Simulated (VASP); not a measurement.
Wanted: the native input for a VASP 6.6.1 run.

```
Task                   : single point
Functional             : PBE
Potentials or basis    : VASP PAW PBE potentials, release 64 (Zn, Bi_d)
Cutoff                 : 520 eV
k mesh                 : 4 × 4 × 4
Occupations            : gaussian, width 0.1 eV
Spin                   : no spin polarisation
Dipole correction      : no
Further INCAR settings : ALGO = Normal; EDIFF = 1e-07; NBANDS = 41
```

The structure of Zn3Bi2 lies in POSCAR:

```
Zn3Bi2
1.0
    4.0313408300      0.0000000000      0.0000000000
    0.0000000000      4.0313408300      0.0000000000
    0.0000000000      0.0000000000      5.9376766000
Zn Bi
3 2
Direct
    0.5000000000      0.0000000000      0.9934612500
    0.0000000000      0.5000000000      0.9934612500
    0.0000000000      0.0000000000      0.2721384500
    0.0000000000      0.0000000000      0.7211286400
    0.5000000000      0.5000000000      0.2898103300
```

The cell was generated, and may not be a known phase.

One way to write it, as run:

INCAR

```
SYSTEM = Zn3Bi2
PREC = Accurate ; ENCUT = 520
EDIFF = 1E-7 ; ISMEAR = 0
SIGMA = 0.1 ; LREAL = .FALSE.
LASPH = .TRUE. ; NELM = 100
ALGO = Normal ; ISIF = 2
LWAVE = .FALSE. ; LCHARG = .FALSE.
GGA = PE ; NBANDS = 41
```

KPOINTS

```
regular mesh
0
G
  4 4 4
  0 0 0
```

Potentials or basis: VASP PAW PBE potentials, release 64 (Zn, Bi_d).

Command:

```console
$ cat potpaw_PBE.64/Zn/POTCAR potpaw_PBE.64/Bi_d/POTCAR > POTCAR
$ mpirun -np 1 vasp_std > vasp.out
```

It gave:

```
Pressure               : 25.1 GPa
Largest force          : 3.047 eV/Å
Band gap on the k mesh : zero (bands 33 and 34 overlap by 3.72 eV)
```

Caveat: the k points lie up to 0.39 Å⁻¹ apart, too coarse for converged energies and pressures of a metal; spin-orbit coupling is left out, which moves the levels of the heavy elements; forces of over 1 eV/Å act on the atoms, so gaps and moduli don't describe the material at rest.

Wall time 81 s on 1 thread of Oxide Virtual Turin-like Processor (shared host), peak memory 0.19 GiB.
